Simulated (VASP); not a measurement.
A run of VASP 6.6.1 is set up as follows.

Contents of INCAR:

```
SYSTEM = CoH3
PREC     = Accurate       ! precision mode
ENCUT    = 600            ! plane-wave cutoff, eV
EDIFF    = 1E-6           ! SCF threshold, eV
ISMEAR   = 0              ! smearing method
SIGMA    = 0.15           ! smearing width, eV
LREAL    = .FALSE.        ! projectors in reciprocal space
LASPH    = .TRUE.         ! aspherical terms in the spheres
NELM     = 150            ! most SCF steps
ALGO     = Normal         ! electronic algorithm
ISIF     = 3              ! what is computed and relaxed
LWAVE    = .FALSE.        ! write WAVECAR
LCHARG   = .FALSE.        ! write CHGCAR
ISPIN    = 2              ! spin polarisation
MAGMOM   = 3 3 0 0 0 0 0 0 ! initial moments
LORBIT   = 11             ! projections on sites
LMAXMIX  = 4              ! l up to which the mixer works
GGA      = PE             ! functional
IBRION   = 2              ! ionic algorithm
NSW      = 36             ! ionic steps
EDIFFG   = -0.08          ! ionic threshold
```

Contents of KPOINTS:

```
Automatic mesh
0
G
  4 4 2
  0 0 0
```

File POSCAR:

```
CoH3
1.0
    3.8038133700      0.0000000000      0.0000000000
   -1.9019066900      3.2941990100      0.0000000000
    0.0000000000      0.0000000000      5.4799010500
Co H
2 6
Direct
    0.3333333300      0.6666666700      0.0000000000
    0.6666666700      0.3333333300      0.0000000000
    0.3333333300      0.6666666700      0.3269233800
    0.3333333300      0.6666666700      0.6730766200
    0.6666666700      0.3333333300      0.6730766200
    0.6666666700      0.3333333300      0.3269233800
    0.3333333300      0.6666666700      0.5000000000
    0.6666666700      0.3333333300      0.5000000000
```

Potentials or basis: VASP PAW PBE potentials, release 64 (Co, H).

Command:

```bash
$ cat potpaw_PBE.64/Co/POTCAR potpaw_PBE.64/H/POTCAR > POTCAR
$ mpirun -np 1 vasp_std > vasp.out
```

Question: Estimate the relaxed volume.

Answer: 8.44 Å³/atom.

Question: What does it give for the site moments?

Answer: Co +1.60; H +0.02 μB.

Question: Estimate the relaxed cell.

Answer: a = 3.813 Å, b = 3.813 Å, c = 5.360 Å, α = 90.00°, β = 90.00°, γ = 120.00°.

Forces on the atoms (eV/Å):
```
Co   0.000  0.000  0.000
Co   0.000  0.000  0.000
H    0.000  0.000  0.035
H    0.000  0.000 -0.035
H    0.000  0.000 -0.035
H    0.000  0.000  0.035
H    0.000  0.000  0.000
H    0.000  0.000  0.000
```

Caveat: the k points lie up to 0.59 Å⁻¹ apart in the final cell; the relaxation stopped at a loose force limit of 0.08 eV/Å, so its end isn't a converged minimum.
